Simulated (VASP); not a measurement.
A run of VASP 6.6.1 is set up as follows.

The input INCAR:

```
SYSTEM = Co
  ALGO = Normal
  EDIFF = 1E-6
  ENCUT = 520
  GGA = RE
  ISIF = 2
  ISMEAR = -1
  ISPIN = 2
  IVDW = 12
  LASPH = .TRUE.
  LCHARG = .TRUE.
  LELF = .TRUE.
  LMAXMIX = 4
  LORBIT = 11
  LREAL = .FALSE.
  LVHAR = .TRUE.
  LWAVE = .FALSE.
  MAGMOM = 2 2
  NBANDS = 20
  NELM = 150
  PREC = Accurate
  SIGMA = 0.05
```

The input KPOINTS:

```
k-points
0
G
  12 12 7
  0 0 0
```

Contents of POSCAR:

```
Co
1.0
    2.4647555332      0.0000000000      0.0000000000
   -1.2323777666      2.1345409058      0.0000000000
    0.0000000000      0.0000000000      3.9765823443
Co
2
Direct
    0.6666666667      0.3333333333      0.7500000000
    0.3333333333      0.6666666667      0.2500000000
```

Potentials or basis: VASP PAW PBE potentials, release 64 (Co).

Launch:

```bash
$ cat potpaw_PBE.64/Co/POTCAR > POTCAR
$ mpirun -np 1 vasp_std > vasp.out
```

Question: Predict the site moments.

Answer: Co +1.60 μB.

Question: What does it give for the net moment?

Answer: 3.18 μB per cell.

Question: What does it give for the dispersion energy per atom?

Answer: -0.832 eV.

Question: What does it give for the pressure?

Answer: -0.9 GPa.

Stress tensor (GPa, compression positive):
```
-0.87  0.00  0.00
 0.00 -0.87  0.00
 0.00  0.00 -1.00
```

Caveat: the PAW data sets were made with another functional, which shifts forces and pressure a little; pairwise dispersion overbinds metals, which lowers pressure and volume.
